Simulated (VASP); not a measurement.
A run of VASP 6.6.1:

File INCAR:

```
SYSTEM = Hg
  ALGO = Normal
  EDIFF = 1E-6
  ENCUT = 520
  ISIF = 2
  ISMEAR = -1
  LASPH = .True.
  LCHARG = .True.
  LELF = .True.
  LREAL = .False.
  LVHAR = .True.
  LWAVE = .False.
  NBANDS = 19
  NELM = 100
  PREC = Accurate
  SIGMA = 0.1
```

KPOINTS

```
k-points
0
Gamma
  7 7 4
  0 0 0
```

The input POSCAR:

```
Hg
1.0
    2.7565911633      0.0000000000      0.0000000000
   -1.3782955816      2.3872779753      0.0000000000
    0.0000000000      0.0000000000      4.7129737476
Hg
2
Direct
    0.3333333333      0.6666666667      0.2500000000
    0.6666666667      0.3333333333      0.7500000000
```

Potentials or basis: VASP PAW LDA potentials, release 64 (Hg).

The run is started by

```bash
$ cat potpaw_LDA.64/Hg/POTCAR > POTCAR
$ mpirun -np 1 vasp_std > vasp.out
```

Hardware: 1 thread of Intel(R) Xeon(R) 6975P-C (Granite Rapids), on a shared host.

Problem. How long does it take, and how much memory?

Solution. Wall time 5.6 s on 1 thread of Intel(R) Xeon(R) 6975P-C (Granite Rapids), with other jobs on the host, peak memory 0.14 GiB. Counts: scf iterations 11, k points 24.
